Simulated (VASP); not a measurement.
AlN, 4 atoms in the cell. The structure is hexagonal, space group P6_3mc (No. 186). Conventional cell: a = 3.168 Å, b = 3.168 Å, c = 5.076 Å, α = 90.00°, β = 90.00°, γ = 120.00°. Within 2.6 Å of Al (site symmetry 3m) lie 4 N at 1.93 to 1.94 Å. N (site symmetry 3m) has 4 Al at 1.93 to 1.94 Å within 2.6 Å.  This cell differs from its parent crystal: volume changed by +6%.

- Program: VASP 6.6.1
- Task: single point
- Functional: r2SCAN
- Potentials or basis: VASP PAW PBE potentials, release 64 (Al, N)
- Cutoff: 520 eV
- k mesh: 9 × 9 × 4
- Occupations: gaussian, width 0.01 eV
- Spin: no spin polarisation
- Dipole correction: no
- Further INCAR settings: ALGO = Normal; EDIFF = 1e-06; NBANDS = 16

Potentials or basis: VASP PAW PBE potentials, release 64 (Al, N).

Launch:

```console
$ cat potpaw_PBE.64/Al/POTCAR potpaw_PBE.64/N/POTCAR > POTCAR
$ cp INCAR.step1 INCAR
$ mpirun -np 1 vasp_std > vasp.out
$ cp INCAR.step2 INCAR
$ mpirun -np 1 vasp_std > vasp.out
```

Hardware: 1 thread of AMD EPYC 9R45 96-Core Processor (Zen 5), on a shared host.

Problem. How long does it take, and how much memory?

Solution. Run time: 53 s on 1 thread of AMD EPYC 9R45 96-Core Processor (Zen 5), with other jobs on the host, peak memory 0.14 GiB. Counts: k points 36.
